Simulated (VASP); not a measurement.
# TePb (F-43m) in VASP: a series of runs, part 2 of 2

VASP 6.6.1. Earlier steps stand in the parts before.

**4. Single point, LDA**

File INCAR:

```
PREC     = Accurate       # precision mode
ENCUT    = 520            # plane-wave cutoff, eV
EDIFF    = 1E-7           # SCF threshold, eV
ISMEAR   = 0              # smearing method
SIGMA    = 0.01           # smearing width, eV
LREAL    = False          # projectors in reciprocal space
LASPH    = True           # aspherical terms in the spheres
NELM     = 60             # most SCF steps
ALGO     = Normal         # electronic algorithm
ISIF     = 2              # what is computed and relaxed
LWAVE    = False          # write WAVECAR
LCHARG   = False          # write CHGCAR
NBANDS   = 17             # bands
```

File KPOINTS:

```
Automatic mesh
0
Gamma
  4 4 4
```

File POSCAR:

```
TePb
1.0
    0.0000000000      3.6414940572      3.6414940572
    3.6414940572      0.0000000000      3.6414940572
    3.6414940572      3.6414940572      0.0000000000
Pb Te
1 1
Direct
    0.0000000000      0.0000000000      0.0000000000
    0.2500000000      0.2500000000      0.2500000000
```

Potentials or basis: VASP PAW LDA potentials, release 64 (Pb_d, Te).

Launch:

```sh
cat potpaw_LDA.64/Pb_d/POTCAR potpaw_LDA.64/Te/POTCAR > POTCAR
mpirun -np 1 vasp_std > vasp.out
```

OUTCAR:

```text
PREC = Accurate
   ENCUT = 520
   EDIFF = 1E-7
   ISMEAR = 0
   LREAL = False
   LASPH = True
   NELM = 60
   ISIF = 2

 ion  position               nearest neighbor table
   1  0.000  0.000  0.000-   2 3.15   2 3.15   2 3.15   2 3.15
   2  0.250  0.250  0.250-   1 3.15   1 3.15   1 3.15   1 3.15

  LATTYP: Found a face centered cubic cell.
 ALAT       =     7.2829881144

  Lattice vectors:

 A1 = (   0.0000000000,   3.6414940572,   3.6414940572)
 A2 = (   3.6414940572,   0.0000000000,   3.6414940572)
 A3 = (   3.6414940572,   3.6414940572,   0.0000000000)

Analysis of symmetry for initial positions (statically):
=====================================================================
 Subroutine PRICEL returns:
 Original cell was already a primitive cell.

 Routine SETGRP: Setting up the symmetry group for a
 face centered cubic supercell.

 Subroutine GETGRP returns: Found 24 space group operations
 (whereof 24 operations were pure point group operations)
 out of a pool of 48 trial point group operations.

The static configuration has the point symmetry T_d .

Analysis of symmetry for dynamics (positions and initial velocities):
=====================================================================
 Subroutine PRICEL returns:
 Original cell was already a primitive cell.

 Routine SETGRP: Setting up the symmetry group for a
 face centered cubic supercell.

 Subroutine GETGRP returns: Found 24 space group operations
 (whereof 24 operations were pure point group operations)
 out of a pool of 48 trial point group operations.

The dynamic configuration has the point symmetry T_d .

 Subroutine INISYM returns: Found 24 space group operations
 (whereof 24 operations are pure point group operations),
 and found     1 'primitive' translations

----------------------------------------------------------------------------------------

                                     Primitive cell

  volume of cell :      96.5759

[... 89 lines left out ...]
   IMIX   =      4    mixing-type and parameters
     AMIX     =   0.40;   BMIX     =  1.00
     AMIX_MAG =   1.60;   BMIX_MAG =  1.00
  volume/ion in A,a.u.               =      48.29       325.86
  Fermi-wavevector in a.u.,A,eV,Ry     =   0.968565  1.830322 12.763860  0.938117
  Thomas-Fermi vector in A             =   2.098544
   LORBIT       =      0    0 simple, 1 ext, 2 COOP (PROOUT), +10 PAW based schemes
   GGA     = CA    functional components
   LHFCALC =     F    Hartree Fock is set to
   AEXX    =    0.0000 exact exchange contribution
   IVDW    =     0    specifies the selected vdW correction
   LEPSILON=     F    determine dielectric tensor
   LRPA    =     F    only Hartree local field effects (RPA)
 non-spin polarized calculation
 Gauss-broadening in eV      SIGMA  =   0.01
  energy-cutoff  :      520.00
  volume of cell :       96.58
 maximum number of plane-waves:      2637
 NGX is ok and might be reduce to    40
   NGX = 19   NGY = 19   NGZ = 19

 number of electron      20.0000000 magnetization

 Free energy of the ion-electron system (eV)
  ---------------------------------------------------
  ext. energy  EPLUGINS =         0.00000000
  ---------------------------------------------------
  free energy    TOTEN  =        -8.10922521 eV

  energy without entropy =       -8.10922521  energy(sigma->0) =       -8.10922521

 E-fermi :   2.6414     XC(G=0):  -7.8288

 val. band max:        2.5506158822   @ k =  -0.2500   0.5000   0.2500
 cond. band min:       2.9992078465   @ k =   0.5000   0.5000   0.0000
 fundamental gap:      0.4485919643
 Fermi energy:         2.6414077223

 k-point     1 :       0.0000    0.0000    0.0000
  band No.  band energies     occupation
      1     -14.3455      2.00000
      2     -14.3455      2.00000
      3     -14.3455      2.00000
      4     -14.3192      2.00000
      5     -14.3192      2.00000
      6      -8.8854      2.00000
[... 137 lines left out ...]
      4     -14.3207      2.00000
      5     -14.3178      2.00000
      6      -7.8204      2.00000
[... 9 lines left out ...]
     16      10.6956      0.00000
     17      10.7871      0.00000

------------------------ aborting loop because EDIFF is reached ----------------------------------------

  FORCE on cell =-STRESS in cart. coord.  units (eV):
  Direction    XX          YY          ZZ          XY          YZ          ZX
  --------------------------------------------------------------------------------------
  -------------------------------------------------------------------------------------
  Total       -1.0504066     -1.0504066     -1.0504066      0.0000000      0.0000000      0.0000000
  in kB      -17.4260598    -17.4260598    -17.4260598      0.0000000      0.0000000      0.0000000
  external PRESSURE =     -17.4260598 kB  Pullay stress =       0.0000000 kB

 VOLUME and BASIS-vectors are now :
 -----------------------------------------------------------------------------
  energy-cutoff  :      520.00
  volume of cell :       96.58
      direct lattice vectors                 reciprocal lattice vectors
     0.000000000  3.641494057  3.641494057    -0.137306279  0.137306279  0.137306279
     3.641494057  0.000000000  3.641494057     0.137306279 -0.137306279  0.137306279
     3.641494057  3.641494057  0.000000000     0.137306279  0.137306279 -0.137306279

 POSITION                                       TOTAL-FORCE (eV/Angst)
 -----------------------------------------------------------------------------------
      0.00000      0.00000      0.00000         0.000000      0.000000      0.000000
      1.82075      1.82075      1.82075        -0.000000     -0.000000     -0.000000
 -----------------------------------------------------------------------------------
    total drift:                                0.000000      0.000000      0.000000

  FREE ENERGIE OF THE ION-ELECTRON SYSTEM (eV)
  ---------------------------------------------------
  free  energy   TOTEN  =        -8.1092252139 eV

  energy  without entropy=       -8.1092252139  energy(sigma->0) =       -8.10922521
```

OSZICAR:

```text
N       E                     dE             d eps       ncg     rms          rms(c)
DAV:   1     0.156133199259E+03    0.15613E+03   -0.85020E+03   272   0.103E+03
DAV:   2     0.365734697817E+01   -0.15248E+03   -0.14806E+03   297   0.278E+02
DAV:   3    -0.796238766042E+01   -0.11620E+02   -0.11580E+02   364   0.861E+01
DAV:   4    -0.831837809450E+01   -0.35599E+00   -0.35589E+00   335   0.189E+01
DAV:   5    -0.832547267833E+01   -0.70946E-02   -0.70945E-02   369   0.213E+00    0.335E+00
DAV:   6    -0.812234683733E+01    0.20313E+00   -0.50977E-01   375   0.392E+00    0.211E+00
DAV:   7    -0.811089413867E+01    0.11453E-01   -0.92396E-02   290   0.117E+00    0.967E-01
DAV:   8    -0.810927718910E+01    0.16169E-02   -0.90530E-03   345   0.796E-01    0.176E-01
DAV:   9    -0.810915646780E+01    0.12072E-03   -0.21030E-03   353   0.290E-01    0.430E-02
DAV:  10    -0.810919589068E+01   -0.39423E-04   -0.23035E-04   317   0.810E-02    0.304E-02
DAV:  11    -0.810922519569E+01   -0.29305E-04   -0.38528E-05   308   0.296E-02    0.151E-02
DAV:  12    -0.810922499853E+01    0.19716E-06   -0.37105E-06   371   0.140E-02    0.751E-03
DAV:  13    -0.810922522246E+01   -0.22394E-06   -0.42745E-07   305   0.369E-03    0.193E-03
DAV:  14    -0.810922521393E+01    0.85356E-08   -0.69141E-08   239   0.263E-03
   1 F= -.81092252E+01 E0= -.81092252E+01  d E =-.839102E-39
```

stdout:

```text
POSCAR found type information on POSCAR PbTe
 POSCAR found :  2 types and       2 ions
 scaLAPACK will be used
 LDA part: xc-table for (Slater(with rela. corr.)+CA(PZ))
 , standard interpolation
 POSCAR, INCAR and KPOINTS ok, starting setup
 FFT: planning ... GRIDC
 FFT: planning ... GRID_SOFT
 FFT: planning ... GRID
 WAVECAR not read
 entering main loop
```

Run time: 20 s. Hardware: 1 thread of Intel Xeon Platinum 8488C (Sapphire Rapids), shared host; peak memory 0.19 GiB.

Results:

- Free energy: -8.1092 eV
- Pressure: -1.7 GPa
- Band gap on the k mesh: 0.45 eV, indirect (least direct gap 1.07 eV)

Levels at points of the mesh, in eV from the valence-band top:
| k point | band 6 | band 7 | band 8 | band 9 | band 10 | band 11 | band 12 | band 13 | band 14 | band 15 |
| --- | --- | --- | --- | --- | --- | --- | --- | --- | --- | --- |
| (0.00, 0.00, 0.00) | -11.44 | -6.31 | -1.45 | -1.45 | -1.45 | 1.46 | 1.46 | 1.46 | 3.87 | 7.02 |
| (0.50, 0.00, 0.00) | -10.73 | -7.90 | -2.01 | -2.01 | -1.99 | 2.27 | 2.27 | 3.61 | 5.59 | 6.68 |
| (0.50, 0.50, 0.00) | -10.38 | -8.40 | -2.70 | -2.70 | -0.62 | 0.45 | 4.31 | 4.31 | 5.50 | 6.84 |

Caveat: spin-orbit coupling is left out, which moves the levels of the heavy elements. A k mesh can miss the band edges.

**5. Single point, r2SCAN**

POSCAR is that of step 4.

File INCAR.step1:

```
SYSTEM = TePb
PREC     = Accurate       ! precision mode
ENCUT    = 520            ! plane-wave cutoff, eV
ISMEAR   = 0              ! smearing method
SIGMA    = 0.01           ! smearing width, eV
LREAL    = .FALSE.        ! projectors in reciprocal space
LASPH    = .TRUE.         ! aspherical terms in the spheres
NELM     = 80             ! most SCF steps
NBANDS   = 17             ! bands
GGA      = PE             ! functional
ALGO     = Normal         ! electronic algorithm
EDIFF    = 1E-4           ! SCF threshold, eV
LWAVE    = .TRUE.         ! write WAVECAR
LCHARG   = .FALSE.        ! write CHGCAR
```

File INCAR.step2:

```
SYSTEM = TePb
PREC     = Accurate       ! precision mode
ENCUT    = 520            ! plane-wave cutoff, eV
EDIFF    = 1E-6           ! SCF threshold, eV
ISMEAR   = 0              ! smearing method
SIGMA    = 0.01           ! smearing width, eV
LREAL    = .FALSE.        ! projectors in reciprocal space
LASPH    = .TRUE.         ! aspherical terms in the spheres
NELM     = 80             ! most SCF steps
ALGO     = Normal         ! electronic algorithm
ISIF     = 2              ! what is computed and relaxed
LWAVE    = .FALSE.        ! write WAVECAR
LCHARG   = .FALSE.        ! write CHGCAR
METAGGA  = R2SCAN         ! meta-GGA
LMIXTAU  = .TRUE.       
NBANDS   = 17             ! bands
ISTART   = 1
```

File KPOINTS:

```
regular mesh
0
G
  4 4 4
  0 0 0
```

Potentials or basis: VASP PAW PBE potentials, release 64 (Pb_d, Te).

Launch:

```sh
cat potpaw_PBE.64/Pb_d/POTCAR potpaw_PBE.64/Te/POTCAR > POTCAR
cp INCAR.step1 INCAR
mpirun -np 1 vasp_std > vasp.out
cp INCAR.step2 INCAR
mpirun -np 1 vasp_std > vasp.out
```

OUTCAR:

```text
SYSTEM = TePb
   PREC = Accurate
   ENCUT = 520
   EDIFF = 1E-6
   ISMEAR = 0
   LREAL = .FALSE.
   LASPH = .TRUE.
   NELM = 80
   ISIF = 2
   METAGGA = R2SCAN
   ISTART = 1

 ion  position               nearest neighbor table
   1  0.000  0.000  0.000-   2 3.15   2 3.15   2 3.15   2 3.15
   2  0.250  0.250  0.250-   1 3.15   1 3.15   1 3.15   1 3.15

  LATTYP: Found a face centered cubic cell.
 ALAT       =     7.2829881144

  Lattice vectors:

 A1 = (   0.0000000000,   3.6414940572,   3.6414940572)
 A2 = (   3.6414940572,   0.0000000000,   3.6414940572)
 A3 = (   3.6414940572,   3.6414940572,   0.0000000000)

Analysis of symmetry for initial positions (statically):
=====================================================================
 Subroutine PRICEL returns:
 Original cell was already a primitive cell.

 Routine SETGRP: Setting up the symmetry group for a
 face centered cubic supercell.

 Subroutine GETGRP returns: Found 24 space group operations
 (whereof 24 operations were pure point group operations)
 out of a pool of 48 trial point group operations.

The static configuration has the point symmetry T_d .
[... 141 lines left out ...]
  free energy    TOTEN  =       -82.22057438 eV

  energy without entropy =      -82.22057438  energy(sigma->0) =      -82.22057438

 E-fermi :   2.7552     XC(G=0):  -7.9362

 val. band max:        2.6267842234   @ k =  -0.2500   0.5000   0.2500
 cond. band min:       3.3754976336   @ k =   0.5000   0.5000   0.0000
 fundamental gap:      0.7487134102
 Fermi energy:         2.7551973795

 k-point     1 :       0.0000    0.0000    0.0000
  band No.  band energies     occupation
      1     -14.9376      2.00000
      2     -14.9376      2.00000
      3     -14.9376      2.00000
      4     -14.9090      2.00000
      5     -14.9090      2.00000
      6      -9.2135      2.00000
[... 137 lines left out ...]
      4     -14.9104      2.00000
      5     -14.9075      2.00000
      6      -8.0637      2.00000
[... 9 lines left out ...]
     16      11.2546      0.00000
     17      11.4802      0.00000

------------------------ aborting loop because EDIFF is reached ----------------------------------------

  FORCE on cell =-STRESS in cart. coord.  units (eV):
  Direction    XX          YY          ZZ          XY          YZ          ZX
  --------------------------------------------------------------------------------------
  -------------------------------------------------------------------------------------
  Total       -0.0340415     -0.0340415     -0.0340415      0.0000000      0.0000000      0.0000000
  in kB       -0.5647424     -0.5647424     -0.5647424      0.0000000      0.0000000      0.0000000
  external PRESSURE =      -0.5647424 kB  Pullay stress =       0.0000000 kB

 VOLUME and BASIS-vectors are now :
 -----------------------------------------------------------------------------
  energy-cutoff  :      520.00
  volume of cell :       96.58
      direct lattice vectors                 reciprocal lattice vectors
     0.000000000  3.641494057  3.641494057    -0.137306279  0.137306279  0.137306279
     3.641494057  0.000000000  3.641494057     0.137306279 -0.137306279  0.137306279
     3.641494057  3.641494057  0.000000000     0.137306279  0.137306279 -0.137306279

 POSITION                                       TOTAL-FORCE (eV/Angst)
 -----------------------------------------------------------------------------------
      0.00000      0.00000      0.00000         0.000000      0.000000      0.000000
      1.82075      1.82075      1.82075        -0.000000     -0.000000     -0.000000
 -----------------------------------------------------------------------------------
    total drift:                                0.000000      0.000000      0.000000

  FREE ENERGIE OF THE ION-ELECTRON SYSTEM (eV)
  ---------------------------------------------------
  free  energy   TOTEN  =       -82.2205743769 eV

  energy  without entropy=      -82.2205743769  energy(sigma->0) =      -82.22057438
```

OUTCAR.step1:

```text
SYSTEM = TePb
   PREC = Accurate
   ENCUT = 520
   ISMEAR = 0
   LREAL = .FALSE.
   LASPH = .TRUE.
[... 363 lines left out ...]
      0.00000      0.00000      0.00000         0.000000      0.000000      0.000000
      1.82075      1.82075      1.82075        -0.000000     -0.000000     -0.000000
 -----------------------------------------------------------------------------------
    total drift:                                0.000000      0.000000      0.000000

  FREE ENERGIE OF THE ION-ELECTRON SYSTEM (eV)
  ---------------------------------------------------
  free  energy   TOTEN  =        -7.1506114266 eV

  energy  without entropy=       -7.1506114266  energy(sigma->0) =       -7.15061143
```

Wall time 86 s (1 thread of Intel Xeon Platinum 8488C (Sapphire Rapids), shared host); peak memory 0.26 GiB.

What came out:

```yaml
Free_energy: -82.2206 eV
Pressure: -0.1 GPa
Band_gap_on_the_k_mesh: 0.75 eV, indirect (least direct gap 1.37 eV)
```

Levels at points of the mesh, in eV from the valence-band top:
| k point | band 7 | band 8 | band 9 | band 10 | band 11 | band 12 | band 13 | band 14 |
| --- | --- | --- | --- | --- | --- | --- | --- | --- |
| (0.00, 0.00, 0.00) | -6.30 | -1.56 | -1.56 | -1.56 | 1.71 | 1.71 | 1.71 | 4.27 |
| (0.50, 0.00, 0.00) | -8.09 | -2.13 | -2.13 | -1.97 | 2.55 | 2.55 | 4.00 | 6.02 |
| (0.50, 0.50, 0.00) | -8.63 | -2.82 | -2.82 | -0.62 | 0.75 | 4.72 | 4.72 | 5.98 |

Caveat: the PAW data sets were made with another functional, which shifts forces and pressure a little; spin-orbit coupling is left out, which moves the levels of the heavy elements. A k mesh can miss the band edges.

**6. The runs side by side**

```tsv
level	potentials or basis	gap on the mesh (eV)	pressure (GPa)
PBE	VASP PAW PBE potentials, release 64 (Pb_d, Te)	0.59	0.5
LDA	VASP PAW LDA potentials, release 64 (Pb_d, Te)	0.45	-1.7
r2SCAN	VASP PAW PBE potentials, release 64 (Pb_d, Te)	0.75	-0.1
```

Alike in all rows: task single point; no spin polarisation; cell as given; k mesh 4 × 4 × 4; cutoff (eV) 520; smearing gaussian 0.01 eV.

Caveats: spin-orbit coupling is left out, which moves the levels of the heavy elements; the PAW data sets were made with another functional, which shifts forces and pressure a little (some runs).

Absolute energies hang on the potentials; compare differences alone.
